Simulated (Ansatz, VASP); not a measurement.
# Two plane-wave programs on Au

```
Au
1.0
     2.81300    0.00000    0.00000
    -1.40650    2.43613    0.00000
     0.00000    0.00000    4.80680
Au
2
Direct
  0.33333 0.66667 0.75000
  0.66667 0.33333 0.25000
```

Change from the starting cell: strain -0.030 along x and y, -0.015 along z, atoms carried along.

Alike in both runs: task single point; functional r2SCAN; k mesh 18 × 18 × 10; occupations gaussian, width 0.15 eV; no spin polarisation.

```csv
,VASP,Ansatz
version,VASP 6.6.1,Ansatz 0.2.0
potentials or method,"VASP PAW PBE potentials, release 64 (Au), cutoff 520 eV","scalar-relativistic, plane waves, PAW"
valence electrons in the cell,22,38
```

```tsv
	VASP	Ansatz	Ansatz less VASP
gap on the k mesh at the Fermi level (eV)	none	none	-
pressure (GPa)	12.6	12.1	-0.44
traceless stress, the component that is largest in VASP (GPa)	-1.54	-1.47	+0.072
```

VASP's potentials were made for PBE, not for r2SCAN. A gap of «none» marks a metal or a gap that the smearing closes. With one functional, cell and mesh, what is left measures potentials, basis and numerics. VASP's potentials hold 22 valence electrons a cell and Ansatz's 38, so a difference there can come from the potentials and not from the codes.

Neither program's run includes spin-orbit coupling.
